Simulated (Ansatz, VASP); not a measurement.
## NiO: VASP beside Ansatz

File POSCAR:

```
NiO
1.0
    0.0000000000      2.0999300000      2.0999300000
    2.0999300000      0.0000000000      2.0999300000
    4.1998600000      4.1998600000      0.0000000000
Ni O
2 2
Direct
    0.0000000000      0.0000000000      0.0000000000
    0.0000000000      0.0000000000      0.5000000000
    0.5000000000      0.5000000000      0.2500000000
    0.5000000000      0.5000000000      0.7500000000
```

File INCAR.step1:

```
SYSTEM = NiO
  ALGO = Normal
  EDIFF = 1E-4
  ENCUT = 520
  GGA = PE
  ISMEAR = -1
  ISPIN = 2
  LASPH = .TRUE.
  LCHARG = .FALSE.
  LMAXMIX = 4
  LREAL = .FALSE.
  LWAVE = .TRUE.
  MAGMOM = 2 2 0 0
  NBANDS = 28
  NELM = 150
  PREC = Accurate
  SIGMA = 0.1
```

File INCAR.step2:

```
SYSTEM = NiO
  ALGO = Normal
  EDIFF = 1E-6
  ENCUT = 520
  ISIF = 2
  ISMEAR = -1
  ISPIN = 2
  ISTART = 1
  LASPH = .TRUE.
  LCHARG = .TRUE.
  LELF = .TRUE.
  LMAXMIX = 4
  LMIXTAU = .TRUE.
  LORBIT = 11
  LREAL = .FALSE.
  LVHAR = .TRUE.
  LWAVE = .FALSE.
  MAGMOM = 2 2 0 0
  METAGGA = R2SCAN
  NBANDS = 28
  NELM = 150
  PREC = Accurate
  SIGMA = 0.1
```

The input KPOINTS:

```
k-points
0
G
  8 8 4
  0 0 0
```

Input for Ansatz:

```yaml
crystal:
  lattice:
    - [0.0, 2.09993, 2.09993]
    - [2.09993, 0.0, 2.09993]
    - [4.19986, 4.19986, 0.0]
  atoms:
    - { symbol: Ni, position: [0.0, 0.0, 0.0], spin: 2.0 }
    - { symbol: Ni, position: [0.0, 0.0, 0.5], spin: 2.0 }
    - { symbol: O, position: [0.5, 0.5, 0.25] }
    - { symbol: O, position: [0.5, 0.5, 0.75] }
magnetization:
  spin_polarized: true
hamiltonian:
  xc: r2scan
  pseudopotentials: { kind: paw }
basis:
  ecutwfc: 500
kpoints:
  mp_grid: { grid: [8, 8, 4] }
scf:
  occupations: { method: fermi_dirac, width: 0.1 }
  lower_state_search: "off"
output:
  forces: true
  stress: true
```

Alike in both runs: task single point; functional r2SCAN; k mesh 8 × 8 × 4; occupations fermi-dirac, width 0.1 eV; collinear spin.

```csv
,VASP,Ansatz
version,VASP 6.6.1,Ansatz 0.2.0
potentials or method,"VASP PAW PBE potentials, release 64 (Ni, O), cutoff 520 eV","PAW, plane waves, scalar-relativistic"
valence electrons in the cell,32,48
```

VASP gave:

```
pressure (GPa)                                                : -1.6
net moment per atom (μB)                                      : 1.00
size of the moment on the site where the two differ most (μB) : 1.69
```

Task: What did Ansatz give for the same quantities?

Result: Pressure (GPa): -1.7; net moment per atom (μB): 1.00; size of the moment on the site where the two differ most (μB): 1.67.

VASP's potentials were made for PBE, not for r2SCAN. Site moments also hang on the region over which each program counts them. With one functional, cell and mesh, what is left measures potentials, basis and numerics. VASP's potentials hold 32 valence electrons a cell and Ansatz's 48, so a difference there can come from the potentials and not from the codes. Ansatz's warnings: stability check not made.
